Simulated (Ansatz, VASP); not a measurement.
## I in VASP and in Ansatz

```xyz
1
Lattice="-1.7539 1.7539 4.6467 1.7539 -1.7539 4.6467 1.5598 1.5598 -4.6467" Properties=species:S:1:pos:R:3 pbc="T T T"
I     0.0000    0.0000    0.0000
```

Alike in both runs: task single point; functional PBE; k mesh 16 × 16 × 16; occupations gaussian, width 0.1 eV; no spin polarisation.

|  | VASP | Ansatz |
| --- | --- | --- |
| version | VASP 6.6.1 | Ansatz 0.2.0 |
| potentials or method | VASP PAW PBE potentials, release 64 (I), cutoff 520 eV | scalar-relativistic, plane waves, PAW |
| valence electrons in the cell | 7 | 17 |

Ansatz gave:

```
gap on the k mesh at the Fermi level (eV)                     : none
pressure (GPa)                                                : -1.4
traceless stress, the component that is largest in VASP (GPa) : 1.37
```

**Question.** What did VASP give for the same quantities?

**Answer.** gap on the k mesh at the Fermi level (eV): none; pressure (GPa): -1.4; traceless stress, the component that is largest in VASP (GPa): 1.40.

A gap of «none» marks a metal or a gap that the smearing closes. VASP's potentials hold 7 valence electrons a cell and Ansatz's 17, so a difference there can come from the potentials and not from the codes.

Neither program's run includes spin-orbit coupling.
